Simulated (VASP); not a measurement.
# WSe2 (P6_3/mmc) in VASP: notebook

The runs below take WSe2 through relaxation of cell and atoms, relaxation of shape and atoms at fixed volume, with PBE+D3(BJ).

All numbers are computed with VASP 6.6.1; they aren't measurements. Logs are shortened: lines on timing, memory, paths and dates and some standing lists are left out, and cuts for length are marked.

### Step 1. The cell of the first run

The structure is hexagonal, space group P6_3/mmc (No. 194). The conventional cell has a = 3.290 Å, b = 3.290 Å, c = 12.970 Å, α = 90.00°, β = 90.00°, γ = 120.00°. Within 3.3 Å of W (site symmetry -6m2) lie 6 Se at 2.53 Å and 6 W at 3.29 Å. Within 3.4 Å of Se (site symmetry 3m) lie 3 W at 2.53 Å and 7 Se at 3.29 to 3.35 Å.

### Step 2. Relaxation of cell and atoms, PBE+D3(BJ)

INCAR reads:

```
PREC     = Accurate       # precision mode
ENCUT    = 600            # plane-wave cutoff, eV
EDIFF    = 1E-6           # SCF threshold, eV
ISMEAR   = 0              # smearing method
SIGMA    = 0.02           # smearing width, eV
LREAL    = F              # projectors in reciprocal space
LASPH    = T              # aspherical terms in the spheres
NELM     = 100            # most SCF steps
ALGO     = Normal         # electronic algorithm
ISIF     = 3              # what is computed and relaxed
LWAVE    = F              # write WAVECAR
LCHARG   = F              # write CHGCAR
GGA      = PE             # functional
IVDW     = 12             # dispersion correction
IBRION   = 2              # ionic algorithm
NSW      = 100            # ionic steps
EDIFFG   = -0.005         # ionic threshold
```

KPOINTS reads:

```
regular mesh
0
Gamma
  12 12 2
```

POSCAR reads:

```
WSe2
1.0
    3.2899984505      0.0000000000      0.0000000000
   -1.6449992252      2.8492222365      0.0000000000
    0.0000000000      0.0000000000     12.9700000000
W Se
2 4
Direct
    0.3333333333      0.6666666667      0.2500000000
    0.6666666667      0.3333333333      0.7500000000
    0.3333333333      0.6666666667      0.6210000000
    0.6666666667      0.3333333333      0.1210000000
    0.3333333333      0.6666666667      0.8790000000
    0.6666666667      0.3333333333      0.3790000000
```

Potentials or basis: VASP PAW PBE potentials, release 64 (W_sv, Se).

Run with:

```console
cat potpaw_PBE.64/W_sv/POTCAR potpaw_PBE.64/Se/POTCAR > POTCAR
mpirun -np 1 vasp_std > vasp.out
```

OUTCAR:

```text
PREC = Accurate
   ENCUT = 600
   EDIFF = 1E-6
   ISMEAR = 0
   LREAL = F
   LASPH = T
   NELM = 100
   ISIF = 3
   GGA = PE
   IVDW = 12
   IBRION = 2
   NSW = 100
   EDIFFG = -0.005
 IVDW          = 12

 ion  position               nearest neighbor table
   1  0.333  0.667  0.250-   4 2.53   6 2.53   4 2.53   6 2.53   4 2.53   6 2.53
   2  0.667  0.333  0.750-   3 2.53   5 2.53   3 2.53   5 2.53   3 2.53   5 2.53
   3  0.333  0.667  0.621-   2 2.53   2 2.53   2 2.53
   4  0.667  0.333  0.121-   1 2.53   1 2.53   1 2.53
   5  0.333  0.667  0.879-   2 2.53   2 2.53   2 2.53
   6  0.667  0.333  0.379-   1 2.53   1 2.53   1 2.53

  LATTYP: Found a hexagonal cell.
 ALAT       =     3.2899984505
 C/A-ratio  =     3.9422510968

  Lattice vectors:

 A1 = (   3.2899984505,   0.0000000000,   0.0000000000)
 A2 = (  -1.6449992252,   2.8492222365,   0.0000000000)
 A3 = (   0.0000000000,   0.0000000000,  12.9700000000)

Analysis of symmetry for initial positions (statically):
=====================================================================
 Subroutine PRICEL returns:
 Original cell was already a primitive cell.

 Routine SETGRP: Setting up the symmetry group for a
 hexagonal supercell.

 Subroutine GETGRP returns: Found 24 space group operations
 (whereof 12 operations were pure point group operations)
 out of a pool of 24 trial point group operations.

The static configuration has the point symmetry D_3d.
 The point group associated with its full space group is D_6h.

Analysis of symmetry for dynamics (positions and initial velocities):
=====================================================================
 Subroutine PRICEL returns:
 Original cell was already a primitive cell.

 Routine SETGRP: Setting up the symmetry group for a
 hexagonal supercell.

 Subroutine GETGRP returns: Found 24 space group operations
 (whereof 12 operations were pure point group operations)
 out of a pool of 24 trial point group operations.

The dynamic configuration has the point symmetry D_3d.
 The point group associated with its full space group is D_6h.

 Subroutine INISYM returns: Found 24 space group operations
 (whereof 12 operations are pure point group operations),
 and found     1 'primitive' translations

----------------------------------------------------------------------------------------

                                     Primitive cell

  volume of cell :     121.5800

  direct lattice vectors                    reciprocal lattice vectors
     3.289998451  0.000000000  0.000000000     0.303951511  0.175486487  0.000000000
    -1.644999225  2.849222237  0.000000000     0.000000000  0.350972973  0.000000000
     0.000000000  0.000000000 12.970000000     0.000000000  0.000000000  0.077101002

  length of vectors
     3.289998451  3.289998450 12.970000000     0.350972973  0.350972973  0.077101002

  position of ions in fractional coordinates (direct lattice)
     0.333333333  0.666666667  0.250000000
     0.666666667  0.333333333  0.750000000
     0.333333333  0.666666667  0.621000000
     0.666666667  0.333333333  0.121000000
     0.333333333  0.666666667  0.879000000
     0.666666667  0.333333333  0.379000000

  ion indices of the primitive-cell ions
   primitive index   ion index
                 1           1
                 2           2
                 3           3
                 4           4
                 5           5
                 6           6

----------------------------------------------------------------------------------------

 KPOINTS: regular mesh

Automatic generation of k-mesh.
 Grid dimensions read from file:
 generate k-points for:   12   12    2

 Generating k-lattice:

  Cartesian coordinates                     Fractional coordinates (reciprocal lattice)
     0.025329293  0.014623874  0.000000000     0.083333333 -0.000000000  0.000000000
     0.000000000  0.029247748  0.000000000     0.000000000  0.083333333  0.000000000
     0.000000000  0.000000000  0.038550501     0.000000000  0.000000000  0.500000000

  Length of vectors
     0.029247748  0.029247748  0.038550501

  Shift w.r.t. Gamma in fractional coordinates (k-lattice)
     0.000000000  0.000000000  0.000000000

 Subroutine IBZKPT returns following result:
 ===========================================

 Found     38 irreducible k-points:

 Following reciprocal coordinates:
            Coordinates               Weight
  0.000000  0.000000  0.000000      1.000000
  0.083333 -0.000000  0.000000      6.000000
  0.166667 -0.000000  0.000000      6.000000
  0.250000 -0.000000  0.000000      6.000000
  0.333333 -0.000000  0.000000      6.000000
  0.416667 -0.000000  0.000000      6.000000
[... 16 lines left out ...]
  0.250000 -0.000000  0.500000      6.000000
  0.333333 -0.000000  0.500000      6.000000
 [... further k-points ...]
   k-points           NKPTS =     38   k-points in BZ     NKDIM =     38   number of bands    NBANDS=     31
   number of dos      NEDOS =    301   number of ions     NIONS =      6
   total plane-waves  NPLWV =  84672
   dimension x,y,z NGX =    28 NGY =   28 NGZ =  108
   dimension x,y,z NGXF=    56 NGYF=   56 NGZF=  216
   ions per type =               2   4
   NGX,Y,Z   is equivalent  to a cutoff of  14.15, 14.15, 13.84 a.u.
   NGXF,Y,Z  is equivalent  to a cutoff of  28.30, 28.30, 27.69 a.u.
 SYSTEM =  unknown system
   PREC   = accura    normal or accurate (medium, high low for compatibility)
   ISTART =      0    job   : 0-new  1-cont  2-samecut
   ICHARG =      2    charge: 1-file 2-atom 10-const
   ISPIN  =      1    spin polarized calculation?
   LNONCOLLINEAR =      F non collinear calculations
   LSORBIT =      F    spin-orbit coupling
   LASPH  =      T    aspherical Exc in radial PAW
   ENCUT  =  600.0 eV  44.10 Ry    6.64 a.u.   6.57  6.57 25.90*2*pi/ulx,y,z
   NELM   =    100;   NELMIN=  2; NELMDL= -5     # of ELM steps
   EDIFF  = 0.1E-05   stopping-criterion for ELM
   LREAL  =      F    real-space projection
   EDIFFG = -.5E-02   stopping-criterion for IOM
   NSW    =    100    number of steps for IOM
   IBRION =      2    ionic relax: 0-MD 1-quasi-New 2-CG
   NFREE  =      1    steps in history (QN), initial steepest desc. (CG)
   ISIF   =      3    stress and relaxation
   ISYM   =      2    0-nonsym 1-usesym 2-fastsym
   POTIM  = 0.5000    time-step for ionic-motion
   TEBEG  =    0.0;   TEEND  =   0.0 temperature during run
   PSTRESS=    0.0 pullay stress
   NELECT =      52.0000    total number of electrons
   NUPDOWN=      -1.0000    fix difference up-down
   EMIN   =  10.00;   EMAX   =-10.00  energy-range for DOS
   EFERMI =   0.00;   METHOD = LEGACY
   ISMEAR =     0;   SIGMA  =   0.02  broadening in eV -4-tet -1-fermi 0-gaus
   EFERMI_NEDOS =   21; number of points for ismear=-14 and -15
   IALGO  =     38    algorithm
   IMIX   =      4    mixing-type and parameters
     AMIX     =   0.40;   BMIX     =  1.00
     AMIX_MAG =   1.60;   BMIX_MAG =  1.00
  volume/ion in A,a.u.               =      20.26       136.74
  Fermi-wavevector in a.u.,A,eV,Ry     =   1.233451  2.330885 20.699927  1.521402
  Thomas-Fermi vector in A             =   2.368181
   LORBIT       =      0    0 simple, 1 ext, 2 COOP (PROOUT), +10 PAW based schemes
   GGA     = PE    functional components
   LHFCALC =     F    Hartree Fock is set to
   AEXX    =    0.0000 exact exchange contribution
   IVDW    =    12    specifies the selected vdW correction
   LEPSILON=     F    determine dielectric tensor
   LRPA    =     F    only Hartree local field effects (RPA)
 conjugate gradient relaxation of ions
 non-spin polarized calculation
 Gauss-broadening in eV      SIGMA  =   0.02
  energy-cutoff  :      600.00
  volume of cell :      121.58
 maximum number of plane-waves:      4120
 NGX is ok and might be reduce to    28
   NGX = 13   NGY = 13   NGZ = 51

--------------------------------------- Ionic step        1  -------------------------------------------

 number of electron      51.9999998 magnetization

 Free energy of the ion-electron system (eV)
  ---------------------------------------------------
  ext. energy  EPLUGINS =         0.00000000
  ---------------------------------------------------
  free energy    TOTEN  =       -43.12938212 eV

  energy without entropy =      -43.12938212  energy(sigma->0) =      -43.12938212

------------------------ aborting loop because EDIFF is reached ----------------------------------------

 Edisp (eV)   -2.79099

 E8    (eV) :    -1.2448

  FORCE on cell =-STRESS in cart. coord.  units (eV):
  Direction    XX          YY          ZZ          XY          YZ          ZX
  --------------------------------------------------------------------------------------
  -------------------------------------------------------------------------------------
  Total      -0.06849    -0.06849     0.70121    -0.00000     0.00000     0.00000
  in kB      -0.90259    -0.90259     9.24057    -0.00000     0.00000     0.00000
  external pressure =        2.48 kB  Pullay stress =        0.00 kB
[... 109 lines left out ...]
  FREE ENERGIE OF THE ION-ELECTRON SYSTEM (eV)
  ---------------------------------------------------
  free  energy   TOTEN  =       -45.9237746791 eV

  energy  without entropy=      -45.9237746791  energy(sigma->0) =      -45.92377468

[... ionic steps 4 to 9 ...]

--------------------------------------- Ionic step       10  -------------------------------------------

 number of electron      52.0000002 magnetization

------------------------ aborting loop because EDIFF is reached ----------------------------------------

 Edisp (eV)   -2.84668

 E8    (eV) :    -1.2697
[... 77 lines left out ...]
  energy  without entropy=      -45.9318759975  energy(sigma->0) =      -45.93187600

--------------------------------------- Ionic step       12  -------------------------------------------

 number of electron      52.0000002 magnetization

 Free energy of the ion-electron system (eV)
  ---------------------------------------------------
  ext. energy  EPLUGINS =         0.00000000
  ---------------------------------------------------
  free energy    TOTEN  =       -43.08456355 eV

  energy without entropy =      -43.08456355  energy(sigma->0) =      -43.08456355

 E-fermi :   6.7528     XC(G=0): -10.8891

 val. band max:        6.4985270511   @ k =   0.0000   0.0000   0.0000
 cond. band min:       7.3899545029   @ k =   0.1667   0.1667   0.0000
 fundamental gap:      0.8914274518
 Fermi energy:         6.7528239207

 k-point     1 :       0.0000    0.0000    0.0000
  band No.  band energies     occupation
      1     -67.8444      2.00000
      2     -67.8443      2.00000
      3     -32.0926      2.00000
      4     -32.0926      2.00000
      5     -31.9567      2.00000
      6     -31.9567      2.00000
[... 805 lines left out ...]
     30       8.4874      0.00000
     31       9.6967      0.00000

 [... further k-points ...]

------------------------ aborting loop because EDIFF is reached ----------------------------------------

 Edisp (eV)   -2.84738

 E8    (eV) :    -1.2700

  FORCE on cell =-STRESS in cart. coord.  units (eV):
  Direction    XX          YY          ZZ          XY          YZ          ZX
  --------------------------------------------------------------------------------------
  -------------------------------------------------------------------------------------
  Total       0.00722     0.00722    -0.00740     0.00000     0.00000     0.00000
  in kB       0.09695     0.09695    -0.09936     0.00000     0.00000     0.00000
  external pressure =        0.03 kB  Pullay stress =        0.00 kB
[... 21 lines left out ...]
  FREE ENERGIE OF THE ION-ELECTRON SYSTEM (eV)
  ---------------------------------------------------
  free  energy   TOTEN  =       -45.9319479362 eV

  energy  without entropy=      -45.9319479362  energy(sigma->0) =      -45.93194794

 reached required accuracy - stopping structural energy minimisation
```

Wall time 13 min (1 thread of AMD EPYC 9R45 (Zen 5), shared host); peak memory 0.37 GiB.

Results:

```
Free energy                           : -45.9319 eV
Relaxed volume                        : 19.88 Å³/atom
Relaxed cell                          : a = 3.281 Å, b = 3.281 Å, c = 12.798 Å, α = 90.00°, β = 90.00°, γ = 120.00°
Space group after relaxing (to 0.1 Å) : P6_3/mmc (No. 194)
Energy gained by relaxing             : 1.9 meV/atom
Ionic steps                           : 12
Pressure after relaxing               : 0.0 GPa
Band gap on the k mesh                : 0.89 eV (least direct gap 1.56 eV)
Dispersion energy per atom            : -0.475 eV
```

The path:
```tsv
step	energy change (eV)	largest force (eV/Å)	pressure (GPa)	volume (Å³)
1	0.0000	0.2216	0.25	121.58
2	-0.0002	0.1159	-1.39	122.13
3	-0.0034	0.0489	-0.59	121.86
4	-0.0060	0.0529	0.01	120.87
5	-0.0061	0.0534	0.06	120.77
6	-0.0079	0.0421	0.04	120.49
7	-0.0113	0.0081	-0.02	119.65
8	-0.0116	0.0087	-0.05	119.26
9	-0.0116	0.0065	-0.04	119.30
10	-0.0116	0.0053	-0.04	119.33
11	-0.0115	0.0255	0.15	119.20
12	-0.0116	0.0011	0.00	119.30
```

Final structure:
```cif
data_structure
_symmetry_space_group_name_H-M 'P 1'
_symmetry_Int_Tables_number 1
_cell_length_a 3.2809
_cell_length_b 3.2809
_cell_length_c 12.7978
_cell_angle_alpha 90.000
_cell_angle_beta 90.000
_cell_angle_gamma 120.000
_cell_volume 119.30
loop_
_atom_site_label
_atom_site_type_symbol
_atom_site_fract_x
_atom_site_fract_y
_atom_site_fract_z
_atom_site_occupancy
W1 W 0.33333 0.66667 0.25000 1
W2 W 0.66667 0.33333 0.75000 1
Se1 Se 0.33333 0.66667 0.61824 1
Se2 Se 0.66667 0.33333 0.11824 1
Se3 Se 0.33333 0.66667 0.88176 1
Se4 Se 0.66667 0.33333 0.38176 1
```

Caveat: spin-orbit coupling is left out, which moves the levels of the heavy elements. A hybrid or GW would open this gap; PBE tends to underestimate it.

### Step 3. Relaxation of shape and atoms at fixed volume, PBE+D3(BJ) (21.04 Å³/atom)

This run uses another cell than the first one, of 21.04 Å³/atom.

INCAR reads:

```
SYSTEM = WSe2
PREC = Accurate
ENCUT = 600
EDIFF = 1E-6
ISMEAR = 0
SIGMA = 0.02
LREAL = .False.
LASPH = .True.
NELM = 60
ALGO = Normal
ISIF = 4
LWAVE = .False.
LCHARG = .False.
GGA = PE
IVDW = 12
IBRION = 2
NSW = 50
EDIFFG = -0.01
```

KPOINTS reads:

```
regular mesh
0
Gamma
  9 9 2
  0 0 0
```

POSCAR reads:

```
WSe2
1.0
    3.3253509994      0.0000000000      0.0000000000
   -1.6626754997      2.8798384420      0.0000000000
    0.0000000000      0.0000000000     13.1806773556
W Se
2 4
Direct
    0.3333333333      0.6666666667      0.2500000000
    0.6666666667      0.3333333333      0.7500000000
    0.3333333333      0.6666666667      0.6211360245
    0.6666666667      0.3333333333      0.1211360245
    0.3333333333      0.6666666667      0.8788639755
    0.6666666667      0.3333333333      0.3788639755
```

Potentials or basis: VASP PAW PBE potentials, release 64 (W_sv, Se).

Run with:

```console
cat potpaw_PBE.64/W_sv/POTCAR potpaw_PBE.64/Se/POTCAR > POTCAR
mpirun -np 1 vasp_std > vasp.out
```

Wall time 3.6 min (1 thread of Intel Xeon 6975P-C (Granite Rapids), shared host); peak memory 0.36 GiB.

Results (log left out):

```
Free energy                  : -45.8838 eV
Energy gained by relaxing    : 4.5 meV/atom
Ionic steps                  : 5
Pressure after relaxing      : -2.0 GPa
Largest force after relaxing : 0.005 eV/Å
Band gap on the k mesh       : 1.17 eV (least direct gap 1.51 eV)
Dispersion energy per atom   : -0.447 eV
```

Forces on the atoms (eV/Å):
```
W    0.000  0.000  0.000
W    0.000  0.000  0.000
Se   0.000  0.000 -0.005
Se   0.000  0.000 -0.005
Se   0.000  0.000  0.005
Se   0.000  0.000  0.005
```

Stress tensor (GPa, compression positive):
```
-1.98  0.00  0.00
 0.00 -1.98  0.00
 0.00  0.00 -1.89
```

Step by step:
```csv
step,energy change (eV),largest force (eV/Å),pressure (GPa),volume (Å³)
1,0.0000,0.4049,-4.56,126.22
2,-0.0165,0.0380,-2.96,126.22
3,-0.0165,0.0364,-2.96,126.22
4,-0.0237,0.0171,-2.51,126.22
5,-0.0269,0.0052,-1.95,126.22
```

Final structure:
```yaml
crystal:
  lattice:
    - [3.30621, 0.00000, 0.00000]
    - [-1.65311, 2.86326, 0.00000]
    - [0.00000, 0.00000, 13.33372]
  atoms:
    - { symbol: W, position: [0.33333, 0.66667, 0.25000] }
    - { symbol: W, position: [0.66667, 0.33333, 0.75000] }
    - { symbol: Se, position: [0.33333, 0.66667, 0.62383] }
    - { symbol: Se, position: [0.66667, 0.33333, 0.12383] }
    - { symbol: Se, position: [0.33333, 0.66667, 0.87617] }
    - { symbol: Se, position: [0.66667, 0.33333, 0.37617] }
```

Levels at points of the mesh, in eV from the valence-band top:
```
           k point  band 24  band 25  band 26  band 27  band 28  band 29
(0.00, 0.00, 0.00)    -1.20    -0.97     0.00     2.69     2.69     2.73
(0.00, 0.00, 0.50)    -1.42    -0.22    -0.22     2.70     2.70     2.70
```

Caveat: spin-orbit coupling is left out, which moves the levels of the heavy elements; an odd mesh through Γ misses points on the zone boundary, where band edges can lie.

(Part 1 of 2 ends here.)
